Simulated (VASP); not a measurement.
# Ir (P6_3/mmc) in VASP: further runs

Ir is run at these levels: PBE; tasks: single point, relaxation of cell and atoms.

Everything below comes from runs of VASP 6.6.1. Logs are shortened: lines on timing, memory, paths and dates and some standing lists are left out, and cuts for length are marked.

## Step 1: The cell of the first run

The structure is hexagonal, space group P6_3/mmc (No. 194). The conventional cell has a = 2.543 Å, b = 2.543 Å, c = 4.135 Å, α = 90.00°, β = 90.00°, γ = 120.00°. Within 3.3 Å of Ir (site symmetry -6m2) lie 12 Ir at 2.54 Å.

## Step 2: Single point, PBE

File INCAR:

```
SYSTEM = Ir
PREC = Accurate ; ENCUT = 520
EDIFF = 1E-6 ; ISMEAR = -1
SIGMA = 0.08 ; LREAL = .False.
LASPH = .True. ; NELM = 80
ALGO = Normal ; ISIF = 2
LWAVE = .False. ; LCHARG = .False.
GGA = PE ; NBANDS = 16
```

File KPOINTS:

```
regular mesh
0
Gamma
  17 17 9
  0 0 0
```

File POSCAR:

```
Ir
1.0
    2.5432350903      0.0000000000      0.0000000000
   -1.2716175451      2.2025061960      0.0000000000
    0.0000000000      0.0000000000      4.1349040791
Ir
2
Direct
    0.3333333333      0.6666666667      0.2500000000
    0.6666666667      0.3333333333      0.7500000000
```

Potentials or basis: VASP PAW PBE potentials, release 64 (Ir).

Run with:

```
> cat potpaw_PBE.64/Ir/POTCAR > POTCAR
> mpirun -np 1 vasp_std > vasp.out
```

OUTCAR:

```text
SYSTEM = Ir
   PREC = Accurate
   ENCUT = 520
   EDIFF = 1E-6
   ISMEAR = -1
   LREAL = .False.
   LASPH = .True.
   NELM = 80
   ISIF = 2
   GGA = PE

 ion  position               nearest neighbor table
   1  0.333  0.667  0.250-   2 2.54   2 2.54   2 2.54   2 2.54   2 2.54   2 2.54
   2  0.667  0.333  0.750-   1 2.54   1 2.54   1 2.54   1 2.54   1 2.54   1 2.54

  LATTYP: Found a hexagonal cell.
 ALAT       =     2.5432350903
 C/A-ratio  =     1.6258442229

  Lattice vectors:

 A1 = (   2.5432350903,   0.0000000000,   0.0000000000)
 A2 = (  -1.2716175451,   2.2025061960,   0.0000000000)
 A3 = (   0.0000000000,   0.0000000000,   4.1349040791)

Analysis of symmetry for initial positions (statically):
=====================================================================
 Subroutine PRICEL returns:
 Original cell was already a primitive cell.

 Routine SETGRP: Setting up the symmetry group for a
 hexagonal supercell.

 Subroutine GETGRP returns: Found 24 space group operations
 (whereof 12 operations were pure point group operations)
 out of a pool of 24 trial point group operations.

The static configuration has the point symmetry D_3d.
 The point group associated with its full space group is D_6h.

Analysis of symmetry for dynamics (positions and initial velocities):
=====================================================================
 Subroutine PRICEL returns:
 Original cell was already a primitive cell.

 Routine SETGRP: Setting up the symmetry group for a
 hexagonal supercell.

 Subroutine GETGRP returns: Found 24 space group operations
 (whereof 12 operations were pure point group operations)
 out of a pool of 24 trial point group operations.

The dynamic configuration has the point symmetry D_3d.
 The point group associated with its full space group is D_6h.

 Subroutine INISYM returns: Found 24 space group operations
 (whereof 12 operations are pure point group operations),
 and found     1 'primitive' translations

----------------------------------------------------------------------------------------

                                     Primitive cell

  volume of cell :      23.1616

  direct lattice vectors                    reciprocal lattice vectors
     2.543235090  0.000000000  0.000000000     0.393199985  0.227014117  0.000000000
    -1.271617545  2.202506196  0.000000000     0.000000000  0.454028235  0.000000000
     0.000000000  0.000000000  4.134904079     0.000000000  0.000000000  0.241843579

  length of vectors
     2.543235090  2.543235090  4.134904079     0.454028235  0.454028235  0.241843579
[... 81 lines left out ...]
   EDIFF  = 0.1E-05   stopping-criterion for ELM
   LREAL  =      F    real-space projection
   EDIFFG = 0.1E-04   stopping-criterion for IOM
   NSW    =      0    number of steps for IOM
   IBRION =     -1    ionic relax: 0-MD 1-quasi-New 2-CG
   NFREE  =      0    steps in history (QN), initial steepest desc. (CG)
   ISIF   =      2    stress and relaxation
   ISYM   =      2    0-nonsym 1-usesym 2-fastsym
   POTIM  = 0.5000    time-step for ionic-motion
   TEBEG  =    0.0;   TEEND  =   0.0 temperature during run
   PSTRESS=    0.0 pullay stress
   NELECT =      18.0000    total number of electrons
   NUPDOWN=      -1.0000    fix difference up-down
   EMIN   =  10.00;   EMAX   =-10.00  energy-range for DOS
   EFERMI =   0.00;   METHOD = LEGACY
   ISMEAR =    -1;   SIGMA  =   0.08  broadening in eV -4-tet -1-fermi 0-gaus
   EFERMI_NEDOS =   21; number of points for ismear=-14 and -15
   IALGO  =     38    algorithm
   IMIX   =      4    mixing-type and parameters
     AMIX     =   0.40;   BMIX     =  1.00
     AMIX_MAG =   1.60;   BMIX_MAG =  1.00
  volume/ion in A,a.u.               =      11.58        78.15
  Fermi-wavevector in a.u.,A,eV,Ry     =   1.505137  2.844296 30.823138  2.265437
  Thomas-Fermi vector in A             =   2.616025
   LORBIT       =      0    0 simple, 1 ext, 2 COOP (PROOUT), +10 PAW based schemes
   GGA     = PE    functional components
   LHFCALC =     F    Hartree Fock is set to
   AEXX    =    0.0000 exact exchange contribution
   IVDW    =     0    specifies the selected vdW correction
   LEPSILON=     F    determine dielectric tensor
   LRPA    =     F    only Hartree local field effects (RPA)
 non-spin polarized calculation
  energy-cutoff  :      520.00
  volume of cell :       23.16
 maximum number of plane-waves:       646
 NGX is ok and might be reduce to    20
   NGX =  9   NGY =  9   NGZ = 15

 number of electron      17.9999998 magnetization

 Free energy of the ion-electron system (eV)
  ---------------------------------------------------
  ext. energy  EPLUGINS =         0.00000000
  ---------------------------------------------------
  free energy    TOTEN  =       -15.43904902 eV

  energy without entropy =      -15.40634659  energy(sigma->0) =      -15.42269780

 E-fermi :  14.4226     XC(G=0): -15.2042

 val. band max:       14.4206079763   @ k =   0.4706   0.0000   0.2222
 cond. band min:      14.4256397409   @ k =   0.1765   0.1765   0.0000
 fundamental gap:      0.0050317646
 Fermi energy:        14.4226352155

 k-point     1 :       0.0000    0.0000    0.0000
  band No.  band energies     occupation
      1       0.8476      2.00000
      2       3.7876      2.00000
      3       9.0116      2.00000
      4       9.1504      2.00000
      5       9.1504      2.00000
      6      10.0702      2.00000
[... 433 lines left out ...]
      3       6.7022      2.00000
      4       6.7136      2.00000
      5       8.7591      2.00000
      6       9.1934      2.00000
[... 8 lines left out ...]
     15      28.7582      0.00000
     16      30.7958      0.00000

 [... further k-points ...]

------------------------ aborting loop because EDIFF is reached ----------------------------------------

  FORCE on cell =-STRESS in cart. coord.  units (eV):
  Direction    XX          YY          ZZ          XY          YZ          ZX
  --------------------------------------------------------------------------------------
  -------------------------------------------------------------------------------------
  Total       20.6584231     20.6584231     20.6920545      0.0000000     -0.0000000      0.0000000
  in kB     1429.0211758   1429.0211758   1431.3475861      0.0000000     -0.0000000      0.0000000
  external PRESSURE =    1429.7966459 kB  Pullay stress =       0.0000000 kB

 VOLUME and BASIS-vectors are now :
 -----------------------------------------------------------------------------
  energy-cutoff  :      520.00
  volume of cell :       23.16
      direct lattice vectors                 reciprocal lattice vectors
     2.543235090  0.000000000  0.000000000     0.393199985  0.227014117  0.000000000
    -1.271617545  2.202506196  0.000000000     0.000000000  0.454028235  0.000000000
     0.000000000  0.000000000  4.134904079     0.000000000  0.000000000  0.241843579

 POSITION                                       TOTAL-FORCE (eV/Angst)
 -----------------------------------------------------------------------------------
     -0.00000      1.46834      1.03373         0.000000     -0.000000      0.000000
      1.27162      0.73417      3.10118        -0.000000      0.000000      0.000000
 -----------------------------------------------------------------------------------
    total drift:                               -0.000000     -0.000000     -0.000000

  FREE ENERGIE OF THE ION-ELECTRON SYSTEM (eV)
  ---------------------------------------------------
  free  energy   TOTEN  =       -15.4390490167 eV

  energy  without entropy=      -15.4063465883  energy(sigma->0) =      -15.42269780
```

stdout:

```text
POSCAR found type information on POSCAR Ir
 POSCAR found :  1 types and       2 ions
 scaLAPACK will be used
 LDA part: xc-table for (Slater+PW92), standard interpolation
 POSCAR, INCAR and KPOINTS ok, starting setup
 FFT: planning ... GRIDC
 FFT: planning ... GRID_SOFT
 FFT: planning ... GRID
 WAVECAR not read
 entering main loop
```

Wall time 91 s (1 thread of Intel Xeon 8259CL, shared host); peak memory 0.18 GiB.

Results:

```yaml
Free_energy: -15.4390 eV
Pressure: 143.0 GPa
Band_gap_on_the_k_mesh: zero (band 9 reaches 15.86 eV, above the bottom of band 10 at 11.33 eV)
```

Levels at points of the mesh, in eV from the Fermi level:
```
           k point  band 5  band 6  band 7  band 8  band 9  band 10  band 11  band 12  band 13  band 14
(0.00, 0.00, 0.00)   -5.27   -4.35   -4.35   -3.22   -3.22    -1.31     0.36     0.36     9.15    13.71
```

Caveat: spin-orbit coupling is left out, which moves the levels of the heavy elements.

## Step 3: Single point, PBE

File INCAR:

```
SYSTEM = Ir
ALGO = Normal
EDIFF = 1E-7
ENCUT = 520
GGA = PE
ISIF = 2
ISMEAR = -1
LASPH = .True.
LCHARG = .True.
LELF = .True.
LREAL = .False.
LVHAR = .True.
LWAVE = .False.
NBANDS = 16
NELM = 60
PREC = Accurate
SIGMA = 0.08
```

File KPOINTS:

```
k-points
0
Gamma
  17 17 9
  0 0 0
```

File POSCAR:

```
Ir
1.0
    2.5428689145      0.0000000000      0.0000000000
   -1.2714344572      2.2021890785      0.0000000000
    0.0000000000      0.0000000000      4.1343515248
Ir
2
Direct
    0.3333333333      0.6666666667      0.2500000000
    0.6666666667      0.3333333333      0.7500000000
```

Potentials or basis: VASP PAW PBE potentials, release 64 (Ir).

Run with:

```
> cat potpaw_PBE.64/Ir/POTCAR > POTCAR
> mpirun -np 1 vasp_std > vasp.out
```

Wall time 29 s (1 thread of Intel Xeon 6975P-C, shared host); peak memory 0.18 GiB.

It converged, with:

| Property | Result |
| --- | --- |
| Free energy | -15.4303 eV |
| Pressure | 143.4 GPa |
| Band gap on the k mesh | zero (band 9 reaches 15.87 eV, above the bottom of band 10 at 11.34 eV) |

Stress tensor (GPa, compression positive):
```
143.32   0.00   0.00
  0.00 143.32   0.00
  0.00   0.00 143.55
```

Levels at points of the mesh, in eV from the Fermi level:
| k point | band 5 | band 6 | band 7 | band 8 | band 9 | band 10 | band 11 | band 12 | band 13 | band 14 |
| --- | --- | --- | --- | --- | --- | --- | --- | --- | --- | --- |
| (0.00, 0.00, 0.00) | -5.28 | -4.36 | -4.36 | -3.23 | -3.23 | -1.32 | 0.36 | 0.36 | 9.16 | 13.71 |

Caveat: spin-orbit coupling is left out, which moves the levels of the heavy elements.

(Continued in part 2 of 2.)
